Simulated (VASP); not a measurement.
# Co: single point with PBE

Crystal: Co.

```
CELL_PARAMETERS angstrom
2.04376 0.00000 0.00000
-1.02188 1.76995 0.00000
0.00000 0.00000 3.31342
ATOMIC_POSITIONS crystal
Co 0.33333 0.66667 0.25000
Co 0.66667 0.33333 0.75000
```

```yaml
Program: VASP 6.6.1
Task: single point
Functional: PBE
Potentials_or_basis: VASP PAW PBE potentials, release 64 (Co_sv)
Cutoff: 690 eV
k_mesh: 17 × 17 × 10
Occupations: fermi-dirac, width 0.05 eV
Spin: no spin polarisation
Dipole_correction: no
Further_INCAR_settings: ALGO = Normal; EDIFF = 1e-06; NBANDS = 24
```

* Pressure: 482.8 GPa
* Band gap on the k mesh: zero (bands 17 and 18 overlap by 3.33 eV)

Stress tensor (GPa, compression positive):
```
482.87   0.00   0.00
  0.00 482.87   0.00
  0.00   0.00 482.77
```

Levels at points of the mesh, in eV from the Fermi level:
```
           k point  band 15  band 16  band 17  band 18  band 19  band 20
(0.00, 0.00, 0.00)    -3.48    -2.57    -2.57    -0.23     0.14     0.14
(0.00, 0.00, 0.50)    -4.47    -4.47    -0.56    -0.56    -0.56    -0.56
```

Wall time 43 s on 1 thread of Intel(R) Xeon(R) Platinum 8488C (Sapphire Rapids), on a shared host, peak memory 0.18 GiB.

Caveat: the cell stands under pressure; the run has no spin polarisation, though such a crystal can be magnetic. Spin polarisation is off, so any magnetic state and its effect on volume and gap are missing.
